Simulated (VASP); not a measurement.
# KCl (Pm-3m) in VASP: notebook, part 2 of 2

VASP 6.6.1. Earlier steps stand in the parts before.

## 3. Single point, r2SCAN

This run uses another cell than the first one, of 29.43 Å³/atom, 1.083 times its volume.

POSCAR reads:

```
KCl
1.0
    3.8897175305      0.0000000000      0.0000000000
    0.0000000000      3.8897175305      0.0000000000
    0.0000000000      0.0000000000      3.8897175305
K Cl
1 1
Direct
    0.0000000000      0.0000000000      0.0000000000
    0.5000000000      0.5000000000      0.5000000000
```

INCAR.step1 reads:

```
  PREC = Accurate
  ENCUT = 550
  ISMEAR = -1
  SIGMA = 0.05
  LREAL = False
  LASPH = True
  NELM = 120
  NBANDS = 15
  GGA = PE
  ALGO = Normal
  EDIFF = 1E-5
  LWAVE = True
  LCHARG = False
  GGA_COMPAT = False
```

INCAR.step2 reads:

```
  PREC = Accurate
  ENCUT = 550
  EDIFF = 1E-6
  ISMEAR = -1
  SIGMA = 0.05
  LREAL = False
  LASPH = True
  NELM = 120
  ALGO = Normal
  ISIF = 2
  LWAVE = False
  LCHARG = True
  METAGGA = R2SCAN
  LMIXTAU = True
  LELF = True
  LVHAR = True
  NBANDS = 15
  ISTART = 1
  GGA_COMPAT = False
```

KPOINTS reads:

```
Automatic mesh
0
Gamma
  7 7 7
```

Potentials or basis: VASP PAW PBE potentials, release 64 (K_sv, Cl).

Started as:

```
cat potpaw_PBE.64/K_sv/POTCAR potpaw_PBE.64/Cl/POTCAR > POTCAR
cp INCAR.step1 INCAR
mpirun -np 1 vasp_std > vasp.out
cp INCAR.step2 INCAR
mpirun -np 1 vasp_std > vasp.out
```

OUTCAR:

```text
PREC = Accurate
   ENCUT = 550
   EDIFF = 1E-6
   ISMEAR = -1
   LREAL = False
   LASPH = True
   NELM = 120
   ISIF = 2
   METAGGA = R2SCAN
   ISTART = 1

 ion  position               nearest neighbor table
   1  0.000  0.000  0.000-
   2  0.500  0.500  0.500-

  LATTYP: Found a simple cubic cell.
 ALAT       =     3.8897175305

  Lattice vectors:

 A1 = (   3.8897175305,   0.0000000000,   0.0000000000)
 A2 = (   0.0000000000,   3.8897175305,   0.0000000000)
 A3 = (   0.0000000000,   0.0000000000,   3.8897175305)

Analysis of symmetry for initial positions (statically):
=====================================================================
 Subroutine PRICEL returns:
 Original cell was already a primitive cell.

 Routine SETGRP: Setting up the symmetry group for a
 simple cubic supercell.

 Subroutine GETGRP returns: Found 48 space group operations
 (whereof 48 operations were pure point group operations)
 out of a pool of 48 trial point group operations.

The static configuration has the point symmetry O_h .

Analysis of symmetry for dynamics (positions and initial velocities):
=====================================================================
 Subroutine PRICEL returns:
 Original cell was already a primitive cell.

 Routine SETGRP: Setting up the symmetry group for a
 simple cubic supercell.

 Subroutine GETGRP returns: Found 48 space group operations
 (whereof 48 operations were pure point group operations)
 out of a pool of 48 trial point group operations.

The dynamic configuration has the point symmetry O_h .

 Subroutine INISYM returns: Found 48 space group operations
 (whereof 48 operations are pure point group operations),
 and found     1 'primitive' translations

----------------------------------------------------------------------------------------

                                     Primitive cell

  volume of cell :      58.8510

  direct lattice vectors                    reciprocal lattice vectors
     3.889717531  0.000000000  0.000000000     0.257088077  0.000000000  0.000000000
     0.000000000  3.889717531  0.000000000     0.000000000  0.257088077  0.000000000
     0.000000000  0.000000000  3.889717531     0.000000000  0.000000000  0.257088077

  length of vectors
     3.889717531  3.889717531  3.889717531     0.257088077  0.257088077  0.257088077

  position of ions in fractional coordinates (direct lattice)
     0.000000000  0.000000000  0.000000000
     0.500000000  0.500000000  0.500000000

  ion indices of the primitive-cell ions
   primitive index   ion index
                 1           1
                 2           2

----------------------------------------------------------------------------------------

 KPOINTS: Automatic mesh

Automatic generation of k-mesh.
 Grid dimensions read from file:
 generate k-points for:    7    7    7

 Generating k-lattice:

  Cartesian coordinates                     Fractional coordinates (reciprocal lattice)
     0.036726868  0.000000000  0.000000000     0.142857143  0.000000000  0.000000000
     0.000000000  0.036726868  0.000000000     0.000000000  0.142857143  0.000000000
     0.000000000  0.000000000  0.036726868     0.000000000  0.000000000  0.142857143

  Length of vectors
     0.036726868  0.036726868  0.036726868

  Shift w.r.t. Gamma in fractional coordinates (k-lattice)
     0.000000000  0.000000000  0.000000000

 Subroutine IBZKPT returns following result:
 ===========================================

 Found     20 irreducible k-points:

 Following reciprocal coordinates:
            Coordinates               Weight
  0.000000  0.000000  0.000000      1.000000
  0.142857  0.000000  0.000000      6.000000
  0.285714  0.000000  0.000000      6.000000
  0.428571  0.000000  0.000000      6.000000
  0.142857  0.142857  0.000000     12.000000
  0.285714  0.142857  0.000000     24.000000
[... 12 lines left out ...]
  0.428571  0.428571  0.285714     24.000000
  0.428571  0.428571  0.428571      8.000000
   k-points           NKPTS =     20   k-points in BZ     NKDIM =     20   number of bands    NBANDS=     15
   number of dos      NEDOS =    301   number of ions     NIONS =      2
   total plane-waves  NPLWV =  27000
   dimension x,y,z NGX =    30 NGY =   30 NGZ =   30
   dimension x,y,z NGXF=    60 NGYF=   60 NGZF=   60
   ions per type =               1   1
   NGX,Y,Z   is equivalent  to a cutoff of  12.82, 12.82, 12.82 a.u.
   NGXF,Y,Z  is equivalent  to a cutoff of  25.64, 25.64, 25.64 a.u.
 SYSTEM =  unknown system
   PREC   = accura    normal or accurate (medium, high low for compatibility)
   ISTART =      1    job   : 0-new  1-cont  2-samecut
   ICHARG =      0    charge: 1-file 2-atom 10-const
   ISPIN  =      1    spin polarized calculation?
   LNONCOLLINEAR =      F non collinear calculations
   LSORBIT =      F    spin-orbit coupling
   LASPH  =      T    aspherical Exc in radial PAW
   ENCUT  =  550.0 eV  40.42 Ry    6.36 a.u.   7.44  7.44  7.44*2*pi/ulx,y,z
   NELM   =    120;   NELMIN=  2; NELMDL=  0     # of ELM steps
   EDIFF  = 0.1E-05   stopping-criterion for ELM
   LREAL  =      F    real-space projection
   EDIFFG = 0.1E-04   stopping-criterion for IOM
   NSW    =      0    number of steps for IOM
   IBRION =     -1    ionic relax: 0-MD 1-quasi-New 2-CG
   NFREE  =      0    steps in history (QN), initial steepest desc. (CG)
   ISIF   =      2    stress and relaxation
   ISYM   =      2    0-nonsym 1-usesym 2-fastsym
   POTIM  = 0.5000    time-step for ionic-motion
   TEBEG  =    0.0;   TEEND  =   0.0 temperature during run
   PSTRESS=    0.0 pullay stress
   NELECT =      16.0000    total number of electrons
   NUPDOWN=      -1.0000    fix difference up-down
   EMIN   =  10.00;   EMAX   =-10.00  energy-range for DOS
   EFERMI =   0.00;   METHOD = LEGACY
   ISMEAR =    -1;   SIGMA  =   0.05  broadening in eV -4-tet -1-fermi 0-gaus
   EFERMI_NEDOS =   21; number of points for ismear=-14 and -15
   IALGO  =     38    algorithm
   IMIX   =      4    mixing-type and parameters
     AMIX     =   0.40;   BMIX     =  1.00
     AMIX_MAG =   1.60;   BMIX_MAG =  1.00
  volume/ion in A,a.u.               =      29.43       198.57
  Fermi-wavevector in a.u.,A,eV,Ry     =   1.060547  2.004144 15.303300  1.124761
  Thomas-Fermi vector in A             =   2.195932
   LORBIT       =      0    0 simple, 1 ext, 2 COOP (PROOUT), +10 PAW based schemes
   METAGGA = R2SCAN    functional components
   LHFCALC =     F    Hartree Fock is set to
   AEXX    =    0.0000 exact exchange contribution
   IVDW    =     0    specifies the selected vdW correction
   LEPSILON=     F    determine dielectric tensor
   LRPA    =     F    only Hartree local field effects (RPA)
 non-spin polarized calculation
  energy-cutoff  :      550.00
  volume of cell :       58.85
 maximum number of plane-waves:      1743
 NGX is ok and might be reduce to    30
   NGX = 15   NGY = 15   NGZ = 15

 number of electron      16.0000001 magnetization

 Free energy of the ion-electron system (eV)
  ---------------------------------------------------
  ext. energy  EPLUGINS =         0.00000000
  ---------------------------------------------------
  free energy    TOTEN  =       -16.37882916 eV

  energy without entropy =      -16.37882916  energy(sigma->0) =      -16.37882916

 E-fermi :  -0.2967     XC(G=0):  -8.2973

 val. band max:       -1.4356939134   @ k =   0.4286   0.4286   0.0000
 cond. band min:       3.9716952405   @ k =   0.0000   0.0000   0.0000
 fundamental gap:      5.4073891539
 Fermi energy:        -0.2966521407

 k-point     1 :       0.0000    0.0000    0.0000
  band No.  band energies     occupation
      1     -30.6636      2.00000
      2     -14.4731      2.00000
      3     -13.2889      2.00000
      4     -13.2889      2.00000
      5     -13.2889      2.00000
      6      -1.6140      2.00000
      7      -1.6140      2.00000
      8      -1.6140      2.00000
      9       3.9717      0.00000
     10       5.7591      0.00000
     11       5.7591      0.00000
     12       9.9448      0.00000
     13       9.9448      0.00000
     14       9.9448      0.00000
[... 329 lines left out ...]
      2     -14.1251      2.00000
      3     -13.4290      2.00000
      4     -13.4290      2.00000
      5     -13.4285      2.00000
      6      -2.6000      2.00000
      7      -2.6000      2.00000
      8      -2.5725      2.00000
      9       7.5889      0.00000
     10       7.8644      0.00000
     11       7.8644      0.00000
     12       9.0079      0.00000
     13       9.1496      0.00000
     14       9.1496      0.00000
     15      11.5703      0.00000

------------------------ aborting loop because EDIFF is reached ----------------------------------------

  FORCE on cell =-STRESS in cart. coord.  units (eV):
  Direction    XX          YY          ZZ          XY          YZ          ZX
  --------------------------------------------------------------------------------------
  -------------------------------------------------------------------------------------
  Total       -0.6299241     -0.6299241     -0.6299241     -0.0000000     -0.0000000      0.0000000
  in kB      -17.1492297    -17.1492297    -17.1492297     -0.0000000     -0.0000000      0.0000000
  external PRESSURE =     -17.1492297 kB  Pullay stress =       0.0000000 kB

 VOLUME and BASIS-vectors are now :
 -----------------------------------------------------------------------------
  energy-cutoff  :      550.00
  volume of cell :       58.85
      direct lattice vectors                 reciprocal lattice vectors
     3.889717531  0.000000000  0.000000000     0.257088077  0.000000000  0.000000000
     0.000000000  3.889717531  0.000000000     0.000000000  0.257088077  0.000000000
     0.000000000  0.000000000  3.889717531     0.000000000  0.000000000  0.257088077

 POSITION                                       TOTAL-FORCE (eV/Angst)
 -----------------------------------------------------------------------------------
      0.00000      0.00000      0.00000         0.000000      0.000000      0.000000
      1.94486      1.94486      1.94486         0.000000      0.000000      0.000000
 -----------------------------------------------------------------------------------
    total drift:                                0.000000      0.000000     -0.000000

  FREE ENERGIE OF THE ION-ELECTRON SYSTEM (eV)
  ---------------------------------------------------
  free  energy   TOTEN  =       -16.3788291628 eV

  energy  without entropy=      -16.3788291628  energy(sigma->0) =      -16.37882916
```

Wall time 34 s (1 thread of Intel Xeon 6975P-C (Granite Rapids), shared host); peak memory 0.18 GiB.

Results:

```yaml
Free_energy: -16.3788 eV
Pressure: -1.7 GPa
Band_gap_on_the_k_mesh: 5.41 eV, indirect (least direct gap 5.59 eV)
```

Caveat: the PAW data sets were made with another functional, which shifts forces and pressure a little. r2SCAN opens gaps a little over a GGA but as a rule still falls short of measured ones.

## 4. Single point, PBE

This run uses another cell than the first one, of 28.29 Å³/atom, 1.042 times its volume.

INCAR reads:

```
ALGO = Normal
EDIFF = 1E-7
ENCUT = 520
GGA = PE
ISIF = 2
ISMEAR = -1
LASPH = True
LCHARG = False
LREAL = False
LWAVE = False
NBANDS = 15
NELM = 60
PREC = Accurate
SIGMA = 0.05
```

KPOINTS reads:

```
k-points
0
Gamma
  7 7 7
```

POSCAR reads:

```
KCl
1.0
    3.8391960000      0.0000000000      0.0000000000
    0.0000000000      3.8391960000      0.0000000000
    0.0000000000      0.0000000000      3.8391960000
K Cl
1 1
Direct
    0.0000000000      0.0000000000      0.0000000000
    0.5000000000      0.5000000000      0.5000000000
```

Started as:

```
cat potpaw_PBE.64/K_sv/POTCAR potpaw_PBE.64/Cl/POTCAR > POTCAR
mpirun -np 1 vasp_std > vasp.out
```

It took 23 s on 1 thread of Intel Xeon 8259CL, shared host; peak memory 0.17 GiB.

It converged, with:

```
Free energy            : -6.6553 eV
Pressure               : 0.0 GPa
Band gap on the k mesh : 4.82 eV, indirect (least direct gap 5.00 eV)
```

Levels at points of the mesh, in eV from the valence-band top:
| k point | band 4 | band 5 | band 6 | band 7 | band 8 | band 9 | band 10 | band 11 | band 12 | band 13 |
| --- | --- | --- | --- | --- | --- | --- | --- | --- | --- | --- |
| (0.00, 0.00, 0.00) | -11.43 | -11.43 | -0.18 | -0.18 | -0.18 | 4.82 | 6.59 | 6.59 | 10.66 | 10.66 |

A k mesh can miss the band edges. Expect the measured gap to be larger: semilocal functionals such as PBE lack the derivative discontinuity.

## 5. Summary

| level | cell | cutoff (eV) | gap on the mesh (eV) | pressure (GPa) |
| --- | --- | --- | --- | --- |
| r2SCAN | a = 3.787 Å, 2 atoms | 550 | 5.77 | -0.3 |
| r2SCAN | a = 3.890 Å, 2 atoms | 550 | 5.41 | -1.7 |
| PBE | a = 3.839 Å, 2 atoms | 520 | 4.82 | 0.0 |

Alike in all rows: task single point; potentials or basis VASP PAW PBE potentials, release 64 (K_sv, Cl); no spin polarisation; k mesh 7 × 7 × 7; smearing fermi-dirac 0.05 eV.

Caveats: the PAW data sets were made with another functional, which shifts forces and pressure a little (some runs).

Total energies depend on the potentials used, so only differences within one code and one set of settings carry meaning.
